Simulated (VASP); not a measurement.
Here is a VASP 6.6.1 calculation.

Contents of INCAR:

```
ALGO = Normal
EDIFF = 1E-7
ENCUT = 520
GGA = PE
ISIF = 2
ISMEAR = 0
ISPIN = 2
LASPH = True
LCHARG = False
LMAXMIX = 4
LORBIT = 11
LREAL = False
LWAVE = False
MAGMOM = 0 0 0 0 0 0 0.18 0
NBANDS = 38
NELM = 150
PREC = Accurate
SIGMA = 0.1
```

Contents of KPOINTS:

```
k-points
0
Gamma
  10 10 10
```

The input POSCAR:

```
Al4Co3Ni
1.0
   -2.8650470053      2.8650470053      2.8662313251
    2.8650470053     -2.8650470053      2.8662313251
    2.8650470053      2.8650470053     -2.8662313251
Al Co Ni
4 3 1
Direct
    0.0000000000      0.5000000000      0.0000000000
    0.5000000000      0.0000000000      0.0000000000
    0.5000000000      0.5000000000      0.5000000000
    0.0000000000      0.0000000000      0.5000000000
    0.5000000000      0.0000000000      0.5000000000
    0.0000000000      0.5000000000      0.5000000000
    0.5000000000      0.5000000000      0.0000000000
    0.0000000000      0.0000000000      0.0000000000
```

Potentials or basis: VASP PAW PBE potentials, release 64 (Al, Co, Ni).

Command:

```bash
$ cat potpaw_PBE.64/Al/POTCAR potpaw_PBE.64/Co/POTCAR potpaw_PBE.64/Ni/POTCAR > POTCAR
$ mpirun -np 1 vasp_std > vasp.out
```

Task: Predict the net moment.

Result: 0.00 μB per cell.

Task: What does it give for the pressure?

Result: -0.4 GPa.
